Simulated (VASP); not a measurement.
# ZnSe: single point with PBE

The system is ZnSe.

```xyz
2
Lattice="0.0000 2.8663 2.8663 2.8663 0.0000 2.8663 2.8663 2.8663 0.0000" Properties=species:S:1:pos:R:3 pbc="T T T"
Zn    0.0000    0.0000    0.0000
Se    4.2995    4.2995    4.2995
```

```
Program             : VASP 6.6.1
Task                : single point
Functional          : PBE
Potentials or basis : VASP PAW PBE potentials, release 64 (Zn, Se)
Cutoff              : 520 eV
k mesh              : 8 × 8 × 8
Occupations         : gaussian, width 0.01 eV
Spin                : no spin polarisation
```

```
Pressure               : 0.2 GPa
Band gap on the k mesh : 1.15 eV, direct
```

Levels at points of the mesh, in eV from the valence-band top:
```tsv
k point	band 5	band 6	band 7	band 8	band 9	band 10	band 11	band 12	band 13	band 14
(0.00, 0.00, 0.00)	-6.09	-6.09	0.00	0.00	0.00	1.15	5.81	5.81	5.81	9.80
(0.50, 0.00, 0.00)	-6.07	-5.94	-5.01	-0.82	-0.82	2.48	6.38	6.38	8.48	10.81
(0.50, 0.50, 0.00)	-6.04	-5.92	-4.61	-2.07	-2.07	3.06	3.46	10.49	11.01	11.01
```

Wall time 15 s on 1 thread of AMD EPYC 7R13 Processor (Zen 3) (shared host), peak memory 0.15 GiB.

PBE gaps usually lie below the measured ones, often by a third to a half.
